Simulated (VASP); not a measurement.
# Ti (P6_3/mmc) in VASP: notebook

The runs below take Ti through single point, with PBE.

Program: VASP 6.6.1. These are calculated values, not measurements. Logs are shortened: lines on timing, memory, paths and dates and some standing lists are left out, and cuts for length are marked.

## (1) The cell of the first run

Symmetry: P6_3/mmc, No. 194, hexagonal system. Conventional cell: a = 3.056 Å, b = 3.056 Å, c = 4.279 Å, α = 90.00°, β = 90.00°, γ = 120.00°. Within 3.7 Å of Ti (site symmetry -6m2) lie 12 Ti at 2.77 to 3.06 Å.

## (2) Single point, PBE (strain +0.040 along x and y, -0.080 along z)

File INCAR:

```
ALGO = Fast ; EDIFF = 1E-6
ENCUT = 520 ; GGA = PE
ISIF = 2 ; ISMEAR = 0
LASPH = T ; LCHARG = F
LREAL = F ; LWAVE = F
NBANDS = 19 ; NELM = 100
PREC = Accurate ; SIGMA = 0.15
```

File KPOINTS:

```
k-points
0
Gamma
  24 24 14
```

File POSCAR:

```
Ti
1.0
    3.0559963837      0.0000000000      0.0000000000
   -1.5279981918      2.6465705022      0.0000000000
    0.0000000000      0.0000000000      4.2785832934
Ti
2
Direct
    0.3333333333      0.6666666667      0.2500000000
    0.6666666667      0.3333333333      0.7500000000
```

Potentials or basis: VASP PAW PBE potentials, release 64 (Ti_sv).

Command:

```bash
> cat potpaw_PBE.64/Ti_sv/POTCAR > POTCAR
> mpirun -np 1 vasp_std > vasp.out
```

OUTCAR:

```text
EDIFF = 1E-6
   ENCUT = 520
   GGA = PE
   ISIF = 2
   ISMEAR = 0
   LASPH = T
   LREAL = F
   NELM = 100
   PREC = Accurate

 ion  position               nearest neighbor table
   1  0.333  0.667  0.250-   2 2.77   2 2.77   2 2.77   2 2.77   2 2.77   2 2.77
   2  0.667  0.333  0.750-   1 2.77   1 2.77   1 2.77   1 2.77   1 2.77   1 2.77

  LATTYP: Found a hexagonal cell.
 ALAT       =     3.0559963837
 C/A-ratio  =     1.4000616350

  Lattice vectors:

 A1 = (   3.0559963837,   0.0000000000,   0.0000000000)
 A2 = (  -1.5279981918,   2.6465705022,   0.0000000000)
 A3 = (   0.0000000000,   0.0000000000,   4.2785832934)

Analysis of symmetry for initial positions (statically):
=====================================================================
 Subroutine PRICEL returns:
 Original cell was already a primitive cell.

 Routine SETGRP: Setting up the symmetry group for a
 hexagonal supercell.

 Subroutine GETGRP returns: Found 24 space group operations
 (whereof 12 operations were pure point group operations)
 out of a pool of 24 trial point group operations.

The static configuration has the point symmetry D_3d.
 The point group associated with its full space group is D_6h.

Analysis of symmetry for dynamics (positions and initial velocities):
=====================================================================
 Subroutine PRICEL returns:
 Original cell was already a primitive cell.

 Routine SETGRP: Setting up the symmetry group for a
 hexagonal supercell.

 Subroutine GETGRP returns: Found 24 space group operations
 (whereof 12 operations were pure point group operations)
 out of a pool of 24 trial point group operations.

The dynamic configuration has the point symmetry D_3d.
 The point group associated with its full space group is D_6h.

 Subroutine INISYM returns: Found 24 space group operations
 (whereof 12 operations are pure point group operations),
 and found     1 'primitive' translations

----------------------------------------------------------------------------------------

                                     Primitive cell

  volume of cell :      34.6048

  direct lattice vectors                    reciprocal lattice vectors
     3.055996384  0.000000000  0.000000000     0.327225518  0.188923741  0.000000000
    -1.527998192  2.646570502  0.000000000     0.000000000  0.377847482  0.000000000
     0.000000000  0.000000000  4.278583293     0.000000000  0.000000000  0.233722223

  length of vectors
     3.055996384  3.055996384  4.278583293     0.377847482  0.377847482  0.233722223

  position of ions in fractional coordinates (direct lattice)
     0.333333333  0.666666667  0.250000000
     0.666666667  0.333333333  0.750000000

  ion indices of the primitive-cell ions
   primitive index   ion index
                 1           1
                 2           2

----------------------------------------------------------------------------------------

 KPOINTS: k-points

Automatic generation of k-mesh.
 Grid dimensions read from file:
 generate k-points for:   24   24   14

 Generating k-lattice:

  Cartesian coordinates                     Fractional coordinates (reciprocal lattice)
     0.013634397  0.007871823  0.000000000     0.041666667  0.000000000  0.000000000
     0.000000000  0.015743645  0.000000000     0.000000000  0.041666667  0.000000000
     0.000000000  0.000000000  0.016694445     0.000000000  0.000000000  0.071428571

  Length of vectors
     0.015743645  0.015743645  0.016694445

  Shift w.r.t. Gamma in fractional coordinates (k-lattice)
     0.000000000  0.000000000  0.000000000

 Subroutine IBZKPT returns following result:
 ===========================================

 Found    488 irreducible k-points:

 Following reciprocal coordinates:
            Coordinates               Weight
  0.000000  0.000000  0.000000      1.000000
  0.041667  0.000000  0.000000      6.000000
  0.083333 -0.000000  0.000000      6.000000
  0.125000  0.000000  0.000000      6.000000
  0.166667  0.000000  0.000000      6.000000
  0.208333 -0.000000  0.000000      6.000000
[... 16 lines left out ...]
  0.416667  0.041667  0.000000     12.000000
  0.458333  0.041667  0.000000     12.000000
 [... further k-points ...]
   k-points           NKPTS =    488   k-points in BZ     NKDIM =    488   number of bands    NBANDS=     19
   number of dos      NEDOS =    301   number of ions     NIONS =      2
   total plane-waves  NPLWV =  18432
   dimension x,y,z NGX =    24 NGY =   24 NGZ =   32
   dimension x,y,z NGXF=    48 NGYF=   48 NGZF=   64
   ions per type =               2
   NGX,Y,Z   is equivalent  to a cutoff of  13.06, 13.06, 12.43 a.u.
   NGXF,Y,Z  is equivalent  to a cutoff of  26.11, 26.11, 24.87 a.u.
 SYSTEM =  unknown system
   PREC   = accura    normal or accurate (medium, high low for compatibility)
   ISTART =      0    job   : 0-new  1-cont  2-samecut
   ICHARG =      2    charge: 1-file 2-atom 10-const
   ISPIN  =      1    spin polarized calculation?
   LNONCOLLINEAR =      F non collinear calculations
   LSORBIT =      F    spin-orbit coupling
   LASPH  =      T    aspherical Exc in radial PAW
   ENCUT  =  520.0 eV  38.22 Ry    6.18 a.u.   5.68  5.68  7.96*2*pi/ulx,y,z
   NELM   =    100;   NELMIN=  2; NELMDL= -5     # of ELM steps
   EDIFF  = 0.1E-05   stopping-criterion for ELM
   LREAL  =      F    real-space projection
   EDIFFG = 0.1E-04   stopping-criterion for IOM
   NSW    =      0    number of steps for IOM
   IBRION =     -1    ionic relax: 0-MD 1-quasi-New 2-CG
   NFREE  =      0    steps in history (QN), initial steepest desc. (CG)
   ISIF   =      2    stress and relaxation
   ISYM   =      2    0-nonsym 1-usesym 2-fastsym
   POTIM  = 0.5000    time-step for ionic-motion
   TEBEG  =    0.0;   TEEND  =   0.0 temperature during run
   PSTRESS=    0.0 pullay stress
   NELECT =      24.0000    total number of electrons
   NUPDOWN=      -1.0000    fix difference up-down
   EMIN   =  10.00;   EMAX   =-10.00  energy-range for DOS
   EFERMI =   0.00;   METHOD = LEGACY
   ISMEAR =     0;   SIGMA  =   0.15  broadening in eV -4-tet -1-fermi 0-gaus
   EFERMI_NEDOS =   21; number of points for ismear=-14 and -15
   IALGO  =     68    algorithm
   IMIX   =      4    mixing-type and parameters
     AMIX     =   0.40;   BMIX     =  1.00
     AMIX_MAG =   1.60;   BMIX_MAG =  1.00
  volume/ion in A,a.u.               =      17.30       116.76
  Fermi-wavevector in a.u.,A,eV,Ry     =   1.449105  2.738411 28.570941  2.099905
  Thomas-Fermi vector in A             =   2.566870
   LORBIT       =      0    0 simple, 1 ext, 2 COOP (PROOUT), +10 PAW based schemes
   GGA     = PE    functional components
   LHFCALC =     F    Hartree Fock is set to
   AEXX    =    0.0000 exact exchange contribution
   IVDW    =     0    specifies the selected vdW correction
   LEPSILON=     F    determine dielectric tensor
   LRPA    =     F    only Hartree local field effects (RPA)
 non-spin polarized calculation
 RMM-DIIS sequential band-by-band and
 Gauss-broadening in eV      SIGMA  =   0.15
  energy-cutoff  :      520.00
  volume of cell :       34.60
 maximum number of plane-waves:       952
 NGX is ok and might be reduce to    24
   NGX = 11   NGY = 11   NGZ = 15

 number of electron      23.9999994 magnetization

 Free energy of the ion-electron system (eV)
  ---------------------------------------------------
  ext. energy  EPLUGINS =         0.00000000
  ---------------------------------------------------
  free energy    TOTEN  =       -15.57085896 eV

  energy without entropy =      -15.54480336  energy(sigma->0) =      -15.55783116

 E-fermi :   8.3546     XC(G=0): -11.5056

 val. band max:        8.3526758068   @ k =   0.4583  -0.0000   0.0714
 cond. band min:       8.3547005231   @ k =   0.3333   0.2083   0.3571
 fundamental gap:      0.0020247163
 Fermi energy:         8.3546072451

 k-point     1 :       0.0000    0.0000    0.0000
  band No.  band energies     occupation
      1     -48.5159      2.00000
      2     -48.3076      2.00000
      3     -25.1824      2.00000
      4     -24.5443      2.00000
      5     -24.5443      2.00000
      6     -24.3612      2.00000
[... 11 lines left out ...]
     18      10.4485      0.00000
     19      11.5223      0.00000

 k-point     2 :       0.0417    0.0000    0.0000
  band No.  band energies     occupation
      1     -48.5144      2.00000
      2     -48.3077      2.00000
      3     -25.1784      2.00000
      4     -24.5496      2.00000
      5     -24.5468      2.00000
      6     -24.3671      2.00000
[... 11 lines left out ...]
     18      10.2293      0.00000
     19      11.5424      0.00000

 k-point     3 :       0.0833   -0.0000    0.0000
  band No.  band energies     occupation
      1     -48.5098      2.00000
      2     -48.3078      2.00000
      3     -25.1665      2.00000
      4     -24.5650      2.00000
      5     -24.5540      2.00000
      6     -24.3844      2.00000
[... 11 lines left out ...]
     18      10.1849      0.00000
     19      11.5980      0.00000

 k-point     4 :       0.1250    0.0000    0.0000
  band No.  band energies     occupation
      1     -48.5025      2.00000
      2     -48.3082      2.00000
      3     -25.1471      2.00000
      4     -24.5897      2.00000
      5     -24.5652      2.00000
      6     -24.4116      2.00000
[... 407 lines left out ...]
     18      11.7990      0.00000
     19      12.1748      0.00000

 k-point    23 :       0.4167    0.0417    0.0000
  band No.  band energies     occupation
      1     -48.4080      2.00000
      2     -48.3306      2.00000
      3     -24.8693      2.00000
      4     -24.8537      2.00000
      5     -24.6769      2.00000
      6     -24.6608      2.00000
[... 11 lines left out ...]
     18      12.1543      0.00000
     19      12.2045      0.00000

 k-point    24 :       0.4583    0.0417    0.0000
  band No.  band energies     occupation
      1     -48.4020      2.00000
      2     -48.3336      2.00000
      3     -24.8650      2.00000
      4     -24.8492      2.00000
      5     -24.6786      2.00000
      6     -24.6726      2.00000
[... 11 lines left out ...]
     18      12.2292      0.00000
     19      12.5020      0.00000

 [... further k-points ...]

------------------------ aborting loop because EDIFF is reached ----------------------------------------

  FORCE on cell =-STRESS in cart. coord.  units (eV):
  Direction    XX          YY          ZZ          XY          YZ          ZX
  --------------------------------------------------------------------------------------
  -------------------------------------------------------------------------------------
  Total       -0.6670871     -0.6670871      1.8481309     -0.0000000      0.0000000      0.0000000
  in kB      -30.8856553    -30.8856553     85.5671401     -0.0000000      0.0000000      0.0000000
  external PRESSURE =       7.9319431 kB  Pullay stress =       0.0000000 kB

 VOLUME and BASIS-vectors are now :
 -----------------------------------------------------------------------------
  energy-cutoff  :      520.00
  volume of cell :       34.60
      direct lattice vectors                 reciprocal lattice vectors
     3.055996384  0.000000000  0.000000000     0.327225518  0.188923741  0.000000000
    -1.527998192  2.646570502  0.000000000     0.000000000  0.377847482  0.000000000
     0.000000000  0.000000000  4.278583293     0.000000000  0.000000000  0.233722223

 POSITION                                       TOTAL-FORCE (eV/Angst)
 -----------------------------------------------------------------------------------
     -0.00000      1.76438      1.06965         0.000000     -0.000000      0.000000
      1.52800      0.88219      3.20894        -0.000000      0.000000      0.000000
 -----------------------------------------------------------------------------------
    total drift:                               -0.000000      0.000000     -0.000000

  FREE ENERGIE OF THE ION-ELECTRON SYSTEM (eV)
  ---------------------------------------------------
  free  energy   TOTEN  =       -15.5708589604 eV

  energy  without entropy=      -15.5448033645  energy(sigma->0) =      -15.55783116
```

Wall time 5.7 min (1 thread of Intel Xeon 6975P-C (Granite Rapids), shared host); peak memory 0.36 GiB.

Results:

```
Free energy            : -15.5709 eV
Pressure               : 0.8 GPa
Band gap on the k mesh : zero (bands 12 and 13 overlap by 1.05 eV)
```

Levels at points of the mesh, in eV from the Fermi level:
```csv
k point,band 9,band 10,band 11,band 12,band 13,band 14,band 15,band 16
"(0.00, 0.00, 0.00)",-6.18,-2.66,0.62,0.62,1.06,1.06,1.34,1.34
"(0.50, 0.00, 0.00)",-2.47,-2.26,-1.63,-1.02,-0.05,1.13,1.73,2.92
"(0.00, 0.00, 0.50)",-4.01,-4.01,0.28,0.28,0.28,0.28,0.62,0.62
"(0.50, 0.00, 0.50)",-2.48,-2.48,-0.55,-0.55,1.33,1.33,1.40,1.40
```

Caveat: the cell differs from its parent crystal (strain +0.040 along x and y, -0.080 along z).

## (3) Single point, PBE (strain +0.040 along x and y, -0.040 along z)

File INCAR:

```
SYSTEM = Ti
PREC = Accurate
ENCUT = 520
EDIFF = 1E-7
ISMEAR = 0
SIGMA = 0.15
LREAL = .False.
LASPH = .True.
NELM = 100
ALGO = Fast
ISIF = 2
LWAVE = .False.
LCHARG = .False.
GGA = PE
NBANDS = 19
```

File KPOINTS:

```
regular mesh
0
Gamma
  24 24 14
  0 0 0
```

Edit POSCAR of step 2 so:

```diff
@@ -4,3 +4,3 @@
    -1.5279981918      2.6465705022      0.0000000000
-    0.0000000000      0.0000000000      4.2785832934
+    0.0000000000      0.0000000000      4.4646086540
 Ti
```

Potentials or basis: VASP PAW PBE potentials, release 64 (Ti_sv).

Command:

```bash
> cat potpaw_PBE.64/Ti_sv/POTCAR > POTCAR
> mpirun -np 1 vasp_std > vasp.out
```

OUTCAR:

```text
SYSTEM = Ti
   PREC = Accurate
   ENCUT = 520
   EDIFF = 1E-7
   ISMEAR = 0
   LREAL = .False.
   LASPH = .True.
   NELM = 100
   ISIF = 2
   GGA = PE

 ion  position               nearest neighbor table
   1  0.333  0.667  0.250-   2 2.85   2 2.85   2 2.85   2 2.85   2 2.85   2 2.85
   2  0.667  0.333  0.750-   1 2.85   1 2.85   1 2.85   1 2.85   1 2.85   1 2.85

  LATTYP: Found a hexagonal cell.
 ALAT       =     3.0559963837
 C/A-ratio  =     1.4609338800

  Lattice vectors:

 A1 = (   3.0559963837,   0.0000000000,   0.0000000000)
 A2 = (  -1.5279981918,   2.6465705022,   0.0000000000)
 A3 = (   0.0000000000,   0.0000000000,   4.4646086540)

Analysis of symmetry for initial positions (statically):
=====================================================================
 Subroutine PRICEL returns:
 Original cell was already a primitive cell.

 Routine SETGRP: Setting up the symmetry group for a
 hexagonal supercell.

 Subroutine GETGRP returns: Found 24 space group operations
 (whereof 12 operations were pure point group operations)
 out of a pool of 24 trial point group operations.

The static configuration has the point symmetry D_3d.
[... 162 lines left out ...]

  energy without entropy =      -15.58591848  energy(sigma->0) =      -15.59869734

 E-fermi :   7.9395     XC(G=0): -11.3112

 val. band max:        7.9390436074   @ k =   0.1250   0.0417   0.1429
 cond. band min:       7.9412582031   @ k =   0.2917   0.2083   0.3571
 fundamental gap:      0.0022145957
 Fermi energy:         7.9395120669

 k-point     1 :       0.0000    0.0000    0.0000
  band No.  band energies     occupation
      1     -49.0165      2.00000
      2     -48.8621      2.00000
      3     -25.6132      2.00000
      4     -25.0421      2.00000
      5     -25.0421      2.00000
      6     -24.9085      2.00000
[... 505 lines left out ...]
      6     -25.1589      2.00000
[... 11 lines left out ...]
     18      11.4820      0.00000
     19      11.9295      0.00000

 [... further k-points ...]

------------------------ aborting loop because EDIFF is reached ----------------------------------------

  FORCE on cell =-STRESS in cart. coord.  units (eV):
  Direction    XX          YY          ZZ          XY          YZ          ZX
  --------------------------------------------------------------------------------------
  -------------------------------------------------------------------------------------
  Total       -1.4057766     -1.4057766      0.3283923     -0.0000000      0.0000000     -0.0000000
  in kB      -62.3745144    -62.3745144     14.5708163     -0.0000000      0.0000000     -0.0000000
  external PRESSURE =     -36.7260708 kB  Pullay stress =       0.0000000 kB

 VOLUME and BASIS-vectors are now :
 -----------------------------------------------------------------------------
  energy-cutoff  :      520.00
  volume of cell :       36.11
      direct lattice vectors                 reciprocal lattice vectors
     3.055996384  0.000000000  0.000000000     0.327225518  0.188923741  0.000000000
    -1.527998192  2.646570502  0.000000000     0.000000000  0.377847482  0.000000000
     0.000000000  0.000000000  4.464608654     0.000000000  0.000000000  0.223983797

 POSITION                                       TOTAL-FORCE (eV/Angst)
 -----------------------------------------------------------------------------------
     -0.00000      1.76438      1.11615        -0.000000      0.000000      0.000000
      1.52800      0.88219      3.34846         0.000000      0.000000      0.000000
 -----------------------------------------------------------------------------------
    total drift:                               -0.000000      0.000000     -0.000000

  FREE ENERGIE OF THE ION-ELECTRON SYSTEM (eV)
  ---------------------------------------------------
  free  energy   TOTEN  =       -15.6114761998 eV

  energy  without entropy=      -15.5859184812  energy(sigma->0) =      -15.59869734
```

stdout:

```text
POSCAR found type information on POSCAR Ti
 POSCAR found :  1 types and       2 ions
 scaLAPACK will be used
 LDA part: xc-table for (Slater+PW92), standard interpolation
 POSCAR, INCAR and KPOINTS ok, starting setup
[... 65 lines left out ...]
 num prob WARNING in EDDRMM: call to ZHEGV failed, returncode =   6  3      9
WARNING in EDDRMM: call to ZHEGV failed, returncode =   6  3      9
WARNING in EDDRMM: call to ZHEGV failed, returncode =   8  4      6
 num prob WARNING in EDDRMM: call to ZHEGV failed, returncode =   6  3      9
 num prob  num prob  num prob WARNING in EDDRMM: call to ZHEGV failed, returncode =   6  3      9
 num prob  num prob  num prob  num prob  num prob  num prob  num prob  num prob WARNING in EDDRMM: call to ZHEGV failed, returncode =   8  4      3
 num prob  num prob  num prob  num prob  num prob  num prob  num prob  num prob  num prob  num prob  num prob  num prob  num prob  num prob  num prob  num prob  num prob  n
```

It took 9.7 min on 1 thread of Intel Xeon 6975P-C (Granite Rapids), shared host; peak memory 0.37 GiB.

What came out:

```
Free energy            : -15.6115 eV
Pressure               : -3.7 GPa
Band gap on the k mesh : zero (bands 12 and 13 overlap by 1.12 eV)
```

Stress tensor (GPa, compression positive):
```
-6.24  0.00  0.00
 0.00 -6.24  0.00
 0.00  0.00  1.46
```

Levels at points of the mesh, in eV from the Fermi level:
```csv
k point,band 10,band 11,band 12,band 13,band 14,band 15
"(0.00, 0.00, 0.00)",-2.56,0.64,0.64,1.17,1.17,1.25
"(0.50, 0.00, 0.00)",-2.11,-1.64,-0.94,0.11,0.87,1.44
"(0.00, 0.00, 0.50)",-4.11,0.39,0.39,0.41,0.41,0.41
"(0.50, 0.00, 0.50)",-2.43,-0.63,-0.63,1.19,1.19,1.43
```

Caveat: the cell differs from its parent crystal (strain +0.040 along x and y, -0.040 along z); the cell stands under tension.

(Part 1 of 2 ends here.)
